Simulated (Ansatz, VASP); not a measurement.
One calculation of InSe, two programs

The input INCAR:

```
ALGO = Normal
EDIFF = 1E-8
ENCUT = 520
GGA = PS
ISIF = 2
ISMEAR = -1
LASPH = T
LCHARG = F
LEFG = T
LREAL = F
LWAVE = F
NBANDS = 27
NELM = 100
PREC = Accurate
SIGMA = 0.01
```

Contents of KPOINTS:

```
k-points
0
Gamma
  7 7 7
```

The input POSCAR:

```
InSe
1.0
    2.0132450671      1.1623475815      8.3717488899
   -2.0132450671      1.1623475815      8.3717488899
    0.0000000000     -2.3246951629      8.3717488899
In Se
2 2
Direct
    0.0000000000      0.0000000000      0.0000000000
    0.1122000000      0.1122000000      0.1122000000
    0.6155000000      0.6155000000      0.6155000000
    0.8300000000      0.8300000000      0.8300000000
```

Input for Ansatz:

```yaml
crystal:
  lattice:
    - [2.0132450671, 1.1623475815, 8.3717488899]
    - [-2.0132450671, 1.1623475815, 8.3717488899]
    - [0.0, -2.3246951629, 8.3717488899]
  atoms:
    - { symbol: In, position: [0.0, 0.0, 0.0] }
    - { symbol: In, position: [0.1122, 0.1122, 0.1122] }
    - { symbol: Se, position: [0.6155, 0.6155, 0.6155] }
    - { symbol: Se, position: [0.83, 0.83, 0.83] }
kpoints:
  mp_grid: { grid: [7, 7, 7] }
scf:
  occupations: { method: fermi_dirac, width: 0.01 }
hamiltonian:
  xc: pbesol
  pseudopotentials: { kind: all_electron, datasets: crystal }
output:
  forces: true
  stress: true
  eigenvalues: true
  efg: { contact_densities: true }
```

Change from the starting cell: volume scaled by 1.02, crystal datasets.

Alike in both runs: task electric field gradients; functional PBEsol; k mesh 7 × 7 × 7; occupations fermi-dirac, width 0.01 eV; no spin polarisation.

|  | VASP | Ansatz |
| --- | --- | --- |
| version | VASP 6.6.1 | Ansatz 0.2.0 |
| potentials or method | VASP PAW PBE potentials, release 64 (In_d, Se), cutoff 520 eV | all-electron PAW with datasets made for the crystal, scalar-relativistic |

```tsv
	VASP	Ansatz	Ansatz less VASP
gap on the k mesh at the Fermi level (eV)	0.62	0.63	+0.011
pressure (GPa)	-0.7	-0.7	-0.05
traceless stress, the component that is largest in VASP (GPa)	-0.34	-0.33	+0.010
rms of the force components (eV/Å)	0.061	0.063	+0.0017
size of Vzz on the site where it differs most (V/Å²)	60.9	64.0	+3.07
```

VASP's potentials were made for PBE, not for PBEsol. Atom by atom the forces differ by 0.010 eV/Å (rms over components). Ansatz ran all-electron here, and VASP with PAW potentials.
